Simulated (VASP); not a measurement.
Set up this calculation in VASP 6.6.1, as the native input.

| Quantity | Value |
| --- | --- |
| Task | single point |
| Functional | PBE |
| Potentials or basis | VASP PAW PBE potentials, release 64 (Zr_sv, Si, O) |
| Cutoff | 520 eV |
| k mesh | 8 × 8 × 4 |
| Occupations | fermi-dirac, width 0.05 eV |
| Spin | no spin polarisation |
| Dipole correction | no |
| Further INCAR settings | ALGO = Normal; EDIFF = 1e-06; NBANDS = 31 |

The structure of ZrSiO lies in POSCAR:

```
ZrSiO
1.0
    3.3636790891      0.0000000000      0.0000000000
    0.0000000000      3.3636790891      0.0000000000
    0.0000000000      0.0000000000      7.4485908972
Zr Si O
2 2 2
Direct
    0.5000000000      0.0000000000      0.3084100000
    0.0000000000      0.5000000000      0.6915900000
    0.0000000000      0.0000000000      0.0000000000
    0.5000000000      0.5000000000      0.0000000000
    0.5000000000      0.0000000000      0.6112940000
    0.0000000000      0.5000000000      0.3887060000
```

One way to write it, as run:

INCAR

```
SYSTEM = ZrSiO
ALGO     = Normal         ! electronic algorithm
EDIFF    = 1E-6           ! SCF threshold, eV
ENCUT    = 520            ! plane-wave cutoff, eV
GGA      = PE             ! functional
ISIF     = 2              ! what is computed and relaxed
ISMEAR   = -1             ! smearing method
LASPH    = .True.         ! aspherical terms in the spheres
LCHARG   = .True.         ! write CHGCAR
LELF     = .True.         ! ELF
LREAL    = .False.        ! projectors in reciprocal space
LVHAR    = .True.       
LWAVE    = .False.        ! write WAVECAR
NBANDS   = 31             ! bands
NELM     = 100            ! most SCF steps
PREC     = Accurate       ! precision mode
SIGMA    = 0.05           ! smearing width, eV
```

KPOINTS

```
k-points
0
Gamma
  8 8 4
  0 0 0
```

Potentials or basis: VASP PAW PBE potentials, release 64 (Zr_sv, Si, O).

Run with:

```sh
$ cat potpaw_PBE.64/Zr_sv/POTCAR potpaw_PBE.64/Si/POTCAR potpaw_PBE.64/O/POTCAR > POTCAR
$ mpirun -np 1 vasp_std > vasp.out
```

It gave:

- Pressure: -7.7 GPa
- Largest force: 0.207 eV/Å
- Band gap on the k mesh: zero (band 22 reaches 10.10 eV, above the bottom of band 23 at 10.06 eV)

Run time: 88 s on 1 thread of AMD EPYC 7R43 64-Core Processor (Zen 3), on a shared host, peak memory 0.23 GiB.
